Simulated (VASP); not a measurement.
# Zn (P6_3/mmc) in VASP: further runs

Runs on Zn. Level: PBE. Tasks: single point, relaxation of cell and atoms.

Program: VASP 6.6.1. These are calculated values, not measurements. Logs are shortened: lines on timing, memory, paths and dates and some standing lists are left out, and cuts for length are marked.

## 1. The cell of the first run

It takes space group P6_3/mmc (No. 194, hexagonal). The conventional cell has a = 2.622 Å, b = 2.622 Å, c = 5.187 Å, α = 90.00°, β = 90.00°, γ = 120.00°. Within 3.5 Å of Zn (site symmetry -6m2) lie 12 Zn at 2.62 to 3.00 Å.

## 2. Single point, PBE

INCAR reads:

```
SYSTEM = Zn
ALGO = Normal
EDIFF = 1E-6
ENCUT = 520
GGA = PE
ISIF = 2
ISMEAR = 1
LASPH = .True.
LCHARG = .True.
LELF = .True.
LREAL = .False.
LVHAR = .True.
LWAVE = .False.
NBANDS = 19
NELM = 60
PREC = Accurate
SIGMA = 0.02
```

KPOINTS reads:

```
k-points
0
Gamma
  20 20 10
  0 0 0
```

POSCAR reads:

```
Zn
1.0
    2.6222828411      0.0000000000      0.0000000000
   -1.3111414206      2.2709635563      0.0000000000
    0.0000000000      0.0000000000      5.1873594732
Zn
2
Direct
    0.3333333333      0.6666666667      0.2500000000
    0.6666666667      0.3333333333      0.7500000000
```

Potentials or basis: VASP PAW PBE potentials, release 64 (Zn).

Run with:

```console
cat potpaw_PBE.64/Zn/POTCAR > POTCAR
mpirun -np 1 vasp_std > vasp.out
```

OUTCAR:

```text
SYSTEM = Zn
   EDIFF = 1E-6
   ENCUT = 520
   GGA = PE
   ISIF = 2
   ISMEAR = 1
   LASPH = .True.
   LREAL = .False.
   NELM = 60
   PREC = Accurate

 ion  position               nearest neighbor table
   1  0.333  0.667  0.250-   2 3.00   2 3.00   2 3.00   2 3.00   2 3.00   2 3.00
   2  0.667  0.333  0.750-   1 3.00   1 3.00   1 3.00   1 3.00   1 3.00   1 3.00

  LATTYP: Found a hexagonal cell.
 ALAT       =     2.6222828411
 C/A-ratio  =     1.9781845772

  Lattice vectors:

 A1 = (   2.6222828411,   0.0000000000,   0.0000000000)
 A2 = (  -1.3111414206,   2.2709635563,   0.0000000000)
 A3 = (   0.0000000000,   0.0000000000,   5.1873594732)

Analysis of symmetry for initial positions (statically):
=====================================================================
 Subroutine PRICEL returns:
 Original cell was already a primitive cell.

 Routine SETGRP: Setting up the symmetry group for a
 hexagonal supercell.

 Subroutine GETGRP returns: Found 24 space group operations
 (whereof 12 operations were pure point group operations)
 out of a pool of 24 trial point group operations.

The static configuration has the point symmetry D_3d.
 The point group associated with its full space group is D_6h.

Analysis of symmetry for dynamics (positions and initial velocities):
=====================================================================
 Subroutine PRICEL returns:
 Original cell was already a primitive cell.

 Routine SETGRP: Setting up the symmetry group for a
 hexagonal supercell.

 Subroutine GETGRP returns: Found 24 space group operations
 (whereof 12 operations were pure point group operations)
 out of a pool of 24 trial point group operations.

The dynamic configuration has the point symmetry D_3d.
 The point group associated with its full space group is D_6h.

 Subroutine INISYM returns: Found 24 space group operations
 (whereof 12 operations are pure point group operations),
 and found     1 'primitive' translations

----------------------------------------------------------------------------------------

                                     Primitive cell

  volume of cell :      30.8913

  direct lattice vectors                    reciprocal lattice vectors
     2.622282841  0.000000000  0.000000000     0.381347116  0.220170860  0.000000000
    -1.311141421  2.270963556  0.000000000     0.000000000  0.440341721  0.000000000
     0.000000000  0.000000000  5.187359473     0.000000000  0.000000000  0.192776307

  length of vectors
     2.622282841  2.622282841  5.187359473     0.440341721  0.440341721  0.192776307

  position of ions in fractional coordinates (direct lattice)
     0.333333333  0.666666667  0.250000000
     0.666666667  0.333333333  0.750000000

  ion indices of the primitive-cell ions
   primitive index   ion index
                 1           1
                 2           2

----------------------------------------------------------------------------------------

 KPOINTS: k-points

Automatic generation of k-mesh.
 Grid dimensions read from file:
 generate k-points for:   20   20   10

 Generating k-lattice:

  Cartesian coordinates                     Fractional coordinates (reciprocal lattice)
     0.019067356  0.011008543  0.000000000     0.050000000 -0.000000000  0.000000000
     0.000000000  0.022017086  0.000000000     0.000000000  0.050000000  0.000000000
     0.000000000  0.000000000  0.019277631     0.000000000  0.000000000  0.100000000

  Length of vectors
     0.022017086  0.022017086  0.019277631

  Shift w.r.t. Gamma in fractional coordinates (k-lattice)
     0.000000000  0.000000000  0.000000000

 Subroutine IBZKPT returns following result:
 ===========================================

 Found    264 irreducible k-points:

 Following reciprocal coordinates:
            Coordinates               Weight
  0.000000  0.000000  0.000000      1.000000
  0.050000  0.000000  0.000000      6.000000
  0.100000  0.000000  0.000000      6.000000
  0.150000  0.000000  0.000000      6.000000
  0.200000  0.000000  0.000000      6.000000
  0.250000  0.000000  0.000000      6.000000
[... 16 lines left out ...]
  0.200000  0.100000  0.000000     12.000000
  0.250000  0.100000  0.000000     12.000000
 [... further k-points ...]
   k-points           NKPTS =    264   k-points in BZ     NKDIM =    264   number of bands    NBANDS=     19
   number of dos      NEDOS =    301   number of ions     NIONS =      2
   total plane-waves  NPLWV =  16000
   dimension x,y,z NGX =    20 NGY =   20 NGZ =   40
   dimension x,y,z NGXF=    40 NGYF=   40 NGZF=   80
   ions per type =               2
   NGX,Y,Z   is equivalent  to a cutoff of  12.68, 12.68, 12.82 a.u.
   NGXF,Y,Z  is equivalent  to a cutoff of  25.36, 25.36, 25.64 a.u.
 SYSTEM =  Zn
   PREC   = accura    normal or accurate (medium, high low for compatibility)
   ISTART =      0    job   : 0-new  1-cont  2-samecut
   ICHARG =      2    charge: 1-file 2-atom 10-const
   ISPIN  =      1    spin polarized calculation?
   LNONCOLLINEAR =      F non collinear calculations
   LSORBIT =      F    spin-orbit coupling
   LASPH  =      T    aspherical Exc in radial PAW
   ENCUT  =  520.0 eV  38.22 Ry    6.18 a.u.   4.88  4.88  9.65*2*pi/ulx,y,z
   NELM   =     60;   NELMIN=  2; NELMDL= -5     # of ELM steps
   EDIFF  = 0.1E-05   stopping-criterion for ELM
   LREAL  =      F    real-space projection
   EDIFFG = 0.1E-04   stopping-criterion for IOM
   NSW    =      0    number of steps for IOM
   IBRION =     -1    ionic relax: 0-MD 1-quasi-New 2-CG
   NFREE  =      0    steps in history (QN), initial steepest desc. (CG)
   ISIF   =      2    stress and relaxation
   ISYM   =      2    0-nonsym 1-usesym 2-fastsym
   POTIM  = 0.5000    time-step for ionic-motion
   TEBEG  =    0.0;   TEEND  =   0.0 temperature during run
   PSTRESS=    0.0 pullay stress
   NELECT =      24.0000    total number of electrons
   NUPDOWN=      -1.0000    fix difference up-down
   EMIN   =  10.00;   EMAX   =-10.00  energy-range for DOS
   EFERMI =   0.00;   METHOD = LEGACY
   ISMEAR =     1;   SIGMA  =   0.02  broadening in eV -4-tet -1-fermi 0-gaus
   EFERMI_NEDOS =   21; number of points for ismear=-14 and -15
   IALGO  =     38    algorithm
   IMIX   =      4    mixing-type and parameters
     AMIX     =   0.40;   BMIX     =  1.00
     AMIX_MAG =   1.60;   BMIX_MAG =  1.00
  volume/ion in A,a.u.               =      15.45       104.23
  Fermi-wavevector in a.u.,A,eV,Ry     =   1.504989  2.844016 30.817072  2.264991
  Thomas-Fermi vector in A             =   2.615896
   LORBIT       =      0    0 simple, 1 ext, 2 COOP (PROOUT), +10 PAW based schemes
   GGA     = PE    functional components
   LHFCALC =     F    Hartree Fock is set to
   AEXX    =    0.0000 exact exchange contribution
   IVDW    =     0    specifies the selected vdW correction
   LEPSILON=     F    determine dielectric tensor
   LRPA    =     F    only Hartree local field effects (RPA)
 non-spin polarized calculation
 Methfessel and Paxton  Order N= 1 SIGMA  =   0.02
  energy-cutoff  :      520.00
  volume of cell :       30.89
 maximum number of plane-waves:       850
 NGX is ok and might be reduce to    20
   NGX =  9   NGY =  9   NGZ = 19

 number of electron      23.9999993 magnetization

 Free energy of the ion-electron system (eV)
  ---------------------------------------------------
  ext. energy  EPLUGINS =         0.00000000
  ---------------------------------------------------
  free energy    TOTEN  =        -2.21494408 eV

  energy without entropy =       -2.21494795  energy(sigma->0) =       -2.21494537

 E-fermi :   2.9352     XC(G=0): -11.4530

 val. band max:        2.8943824689   @ k =   0.2500   0.0500   0.1000
 cond. band min:       2.9468586932   @ k =   0.3500   0.1000   0.0000
 fundamental gap:      0.0524762243
 Fermi energy:         2.9351615853

 k-point     1 :       0.0000    0.0000    0.0000
  band No.  band energies     occupation
      1      -7.3091      2.00000
      2      -5.7045      2.00000
      3      -4.9802      2.00000
      4      -4.6941      2.00000
      5      -4.6941      2.00000
      6      -4.6592      2.00000
[... 11 lines left out ...]
     18      22.9356      0.00000
     19      23.0494      0.00000

 k-point     2 :       0.0500    0.0000    0.0000
  band No.  band energies     occupation
      1      -7.2317      2.00000
      2      -5.6666      2.00000
      3      -4.9700      2.00000
      4      -4.7038      2.00000
      5      -4.6753      2.00000
      6      -4.6686      2.00000
[... 11 lines left out ...]
     18      22.0256      0.00000
     19      23.7740      0.00000

 k-point     3 :       0.1000    0.0000    0.0000
  band No.  band energies     occupation
      1      -7.0021      2.00000
      2      -5.5610      2.00000
      3      -4.9425      2.00000
      4      -4.7290      2.00000
      5      -4.6915      2.00000
      6      -4.6206      2.00000
[... 11 lines left out ...]
     18      21.2499      0.00000
     19      22.5534      0.00000

 k-point     4 :       0.1500    0.0000    0.0000
  band No.  band energies     occupation
      1      -6.6300      2.00000
      2      -5.4146      2.00000
      3      -4.9084      2.00000
      4      -4.7597      2.00000
      5      -4.7012      2.00000
      6      -4.5341      2.00000
[... 11 lines left out ...]
     18      20.1323      0.00000
     19      20.9860      0.00000

 k-point     5 :       0.2000    0.0000    0.0000
  band No.  band energies     occupation
      1      -6.1462      2.00000
      2      -5.2842      2.00000
      3      -4.8729      2.00000
      4      -4.7747      2.00000
      5      -4.6443      2.00000
      6      -4.6383      2.00000
[... 11 lines left out ...]
     18      19.1502      0.00000
     19      19.2416      0.00000

 k-point     6 :       0.2500    0.0000    0.0000
  band No.  band energies     occupation
      1      -5.6628      2.00000
      2      -5.2395      2.00000
      3      -4.8106      2.00000
      4      -4.7935      2.00000
      5      -4.6993      2.00000
      6      -4.4939      2.00000
[... 11 lines left out ...]
     18      17.7422      0.00000
     19      18.9880      0.00000

 k-point     7 :       0.3000    0.0000    0.0000
  band No.  band energies     occupation
      1      -5.4182      2.00000
      2      -5.2666      2.00000
      3      -4.9246      2.00000
      4      -4.7182      2.00000
      5      -4.5749      2.00000
      6      -4.5305      2.00000
[... 11 lines left out ...]
     18      18.0342      0.00000
     19      18.6936      0.00000

 k-point     8 :       0.3500   -0.0000    0.0000
  band No.  band energies     occupation
      1      -5.3913      2.00000
      2      -5.3118      2.00000
      3      -5.0269      2.00000
      4      -4.6473      2.00000
      5      -4.6292      2.00000
      6      -4.4244      2.00000
[... 256 lines left out ...]
 k-point    20 :       0.4500    0.0500    0.0000
  band No.  band energies     occupation
      1      -5.4377      2.00000
      2      -5.3639      2.00000
      3      -5.1453      2.00000
      4      -4.7471      2.00000
      5      -4.5022      2.00000
      6      -4.4747      2.00000
[... 11 lines left out ...]
     18      17.7617      0.00000
     19      19.0185      0.00000

 k-point    21 :       0.1000    0.1000    0.0000
  band No.  band energies     occupation
      1      -6.4112      2.00000
      2      -5.3295      2.00000
      3      -4.8990      2.00000
      4      -4.7680      2.00000
      5      -4.7577      2.00000
      6      -4.5341      2.00000
[... 11 lines left out ...]
     18      20.0587      0.00000
     19      21.1243      0.00000

 k-point    22 :       0.1500    0.1000    0.0000
  band No.  band energies     occupation
      1      -5.9371      2.00000
      2      -5.1928      2.00000
      3      -4.8994      2.00000
      4      -4.8007      2.00000
      5      -4.7270      2.00000
      6      -4.6782      2.00000
[... 11 lines left out ...]
     18      18.7269      0.00000
     19      19.3336      0.00000

 k-point    23 :       0.2000    0.1000    0.0000
  band No.  band energies     occupation
      1      -5.4654      2.00000
      2      -5.1400      2.00000
      3      -4.8433      2.00000
      4      -4.8127      2.00000
      5      -4.7874      2.00000
      6      -4.6287      2.00000
[... 11 lines left out ...]
     18      17.9111      0.00000
     19      18.0511      0.00000

 k-point    24 :       0.2500    0.1000    0.0000
  band No.  band energies     occupation
      1      -5.2631      2.00000
      2      -5.1698      2.00000
      3      -4.9267      2.00000
      4      -4.7229      2.00000
      5      -4.6374      2.00000
      6      -4.6028      2.00000
[... 11 lines left out ...]
     18      17.4404      0.00000
     19      18.0398      0.00000

 [... further k-points ...]

------------------------ aborting loop because EDIFF is reached ----------------------------------------

  FORCE on cell =-STRESS in cart. coord.  units (eV):
  Direction    XX          YY          ZZ          XY          YZ          ZX
  --------------------------------------------------------------------------------------
  -------------------------------------------------------------------------------------
  Total        0.0865678      0.0865678      0.0435445     -0.0000000     -0.0000000      0.0000000
  in kB        4.4898423      4.4898423      2.2584348     -0.0000000     -0.0000000      0.0000000
  external PRESSURE =       3.7460398 kB  Pullay stress =       0.0000000 kB

 VOLUME and BASIS-vectors are now :
 -----------------------------------------------------------------------------
  energy-cutoff  :      520.00
  volume of cell :       30.89
      direct lattice vectors                 reciprocal lattice vectors
     2.622282841  0.000000000  0.000000000     0.381347116  0.220170860  0.000000000
    -1.311141421  2.270963556  0.000000000     0.000000000  0.440341721  0.000000000
     0.000000000  0.000000000  5.187359473     0.000000000  0.000000000  0.192776307

 POSITION                                       TOTAL-FORCE (eV/Angst)
 -----------------------------------------------------------------------------------
     -0.00000      1.51398      1.29684         0.000000      0.000000      0.000000
      1.31114      0.75699      3.89052        -0.000000      0.000000      0.000000
 -----------------------------------------------------------------------------------
    total drift:                               -0.000000      0.000000     -0.000000

  FREE ENERGIE OF THE ION-ELECTRON SYSTEM (eV)
  ---------------------------------------------------
  free  energy   TOTEN  =        -2.2149440825 eV

  energy  without entropy=       -2.2149479451  energy(sigma->0) =       -2.21494537
```

Run time: 42 s. Hardware: 1 thread of Intel Xeon 6975P-C (Granite Rapids), shared host; peak memory 0.23 GiB.

Results:

| Property | Result |
| --- | --- |
| Free energy | -2.2149 eV |
| Pressure | 0.4 GPa |
| Band gap on the k mesh | zero (bands 12 and 13 overlap by 5.22 eV) |

Stress tensor (GPa, compression positive):
```
0.45 0.00 0.00
0.00 0.45 0.00
0.00 0.00 0.23
```

(Part 1 of 2 ends here.)
